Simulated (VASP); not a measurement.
Input of a VASP 6.6.1 run:

POSCAR

```
NiO
1.0
    0.0000000000      2.1120146505      2.1120146505
    2.1120146505      0.0000000000      2.1120146505
    2.1120146505      2.1120146505      0.0000000000
Ni O
1 1
Direct
    0.0000000000      0.0000000000      0.0000000000
    0.5000000000      0.5000000000      0.5000000000
```

Contents of INCAR.step1:

```
PREC     = Accurate       # precision mode
ENCUT    = 1480           # plane-wave cutoff, eV
ISMEAR   = 0              # smearing method
SIGMA    = 0.02           # smearing width, eV
LREAL    = F              # projectors in reciprocal space
LASPH    = T              # aspherical terms in the spheres
NELM     = 200            # most SCF steps
ISPIN    = 2              # spin polarisation
MAGMOM   = 1.95 0.18      # initial moments
LMAXMIX  = 4              # l up to which the mixer works
LDAU     = T              # DFT+U
LDAUTYPE = 2            
LDAUL    = 2 -1           # shell
LDAUU    = 6.2 0          # U, eV
LDAUJ    = 0 0          
NBANDS   = 23             # bands
GGA      = PE             # functional
ALGO     = Normal         # electronic algorithm
EDIFF    = 1E-5           # SCF threshold, eV
LWAVE    = T              # write WAVECAR
LCHARG   = F              # write CHGCAR
GGA_COMPAT= F
```

File INCAR.step2:

```
PREC     = Accurate       # precision mode
ENCUT    = 1480           # plane-wave cutoff, eV
EDIFF    = 1E-6           # SCF threshold, eV
ISMEAR   = 0              # smearing method
SIGMA    = 0.02           # smearing width, eV
LREAL    = F              # projectors in reciprocal space
LASPH    = T              # aspherical terms in the spheres
NELM     = 200            # most SCF steps
ALGO     = Normal         # electronic algorithm
ISIF     = 2              # what is computed and relaxed
LWAVE    = F              # write WAVECAR
LCHARG   = T              # write CHGCAR
ISPIN    = 2              # spin polarisation
MAGMOM   = 1.95 0.18      # initial moments
LORBIT   = 11             # projections on sites
LMAXMIX  = 4              # l up to which the mixer works
LDAU     = T              # DFT+U
LDAUTYPE = 2            
LDAUL    = 2 -1           # shell
LDAUU    = 6.2 0          # U, eV
LDAUJ    = 0 0          
LDAUPRINT= 1            
METAGGA  = R2SCAN         # meta-GGA
LMIXTAU  = T            
LELF     = T              # ELF
LVHAR    = T            
NBANDS   = 23             # bands
ISTART   = 1            
GGA_COMPAT= F
```

File KPOINTS:

```
regular mesh
0
Gamma
  10 10 10
```

Potentials or basis: VASP PAW PBE potentials, release 64 (Ni_sv_GW, O_h).

Run with:

```console
$ cat potpaw_PBE.64/Ni_sv_GW/POTCAR potpaw_PBE.64/O_h/POTCAR > POTCAR
$ cp INCAR.step1 INCAR
$ mpirun -np 1 vasp_std > vasp.out
$ cp INCAR.step2 INCAR
$ mpirun -np 1 vasp_std > vasp.out
```

(1) Estimate the net moment.

(2) Estimate the pressure.

(3) What does it give for the band gap on the k mesh?

(4) Estimate the site moments.

Answers

(1) 2.00 μB per cell.

(2) -1.9 GPa.

(3) 2.84 eV (least direct gap 4.02 eV).

(4) Ni +1.83; O +0.11 μB.

Caveat: the PAW data sets were made with another functional, which shifts forces and pressure a little; a cell with one magnetic atom can't hold antiferromagnetic order, which such compounds often take.
